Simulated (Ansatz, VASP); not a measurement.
Two plane-wave programs on Si

The input POSCAR:

```
Si
1.0
    0.0000000000      2.7221188962      2.7221188962
    2.7221188962      0.0000000000      2.7221188962
    2.7221188962      2.7221188962      0.0000000000
Si
2
Direct
    0.0000000000      0.0000000000      0.0000000000
    0.2500000000      0.2500000000      0.2500000000
```

INCAR.step1

```
PREC = Accurate ; ENCUT = 520
EDIFF = 1E-5 ; ISMEAR = 1
SIGMA = 0.05 ; LREAL = False
LASPH = True ; NELM = 100
ALGO = Normal ; ISIF = 2
LWAVE = True ; LCHARG = False
GGA = PE ; NBANDS = 11
```

Contents of INCAR.step2:

```
PREC = Accurate ; ENCUT = 520
EDIFF = 1E-7 ; ISMEAR = 1
SIGMA = 0.05 ; LREAL = False
LASPH = True ; NELM = 100
ALGO = Normal ; ISIF = 2
LWAVE = False ; LCHARG = False
GGA = PE ; LHFCALC = True
HFSCREEN = 0.2079 ; PRECFOCK = Normal
ISTART = 1 ; NBANDS = 11
```

Contents of KPOINTS:

```
regular mesh
0
Gamma
  4 4 4
```

Input for Ansatz:

```yaml
crystal:
  lattice:
    - [0.0, 2.7221188962, 2.7221188962]
    - [2.7221188962, 0.0, 2.7221188962]
    - [2.7221188962, 2.7221188962, 0.0]
  atoms:
    - { symbol: Si, position: [0.0, 0.0, 0.0] }
    - { symbol: Si, position: [0.25, 0.25, 0.25] }
kpoints:
  mp_grid: { grid: [4, 4, 4] }
hamiltonian:
  xc: hse06
scf:
  occupations: { method: methfessel_paxton, width: 0.05 }
  n_extra_bands: 4
output:
  forces: true
  stress: true
  eigenvalues: true
```

Alike in both runs: task single point; functional HSE06; k mesh 4 × 4 × 4; occupations methfessel-paxton of order 1, width 0.05 eV; no spin polarisation.

```csv
,VASP,Ansatz
version,VASP 6.6.1,Ansatz 0.2.0
potentials or method,"VASP PAW PBE potentials, release 64 (Si)",plane waves
plane-wave cutoff (eV),520,420
valence electrons in the cell,8,8
```

```tsv
	VASP	Ansatz	Ansatz less VASP
gap on the k mesh at the Fermi level (eV)	1.34	1.33	-0.013
pressure (GPa)	0.0	0.4	+0.35
```

Ansatz's warnings: stress exchange threshold loose, stress scf threshold loose.

The k mesh is coarse, so the values compare programs but aren't converged.
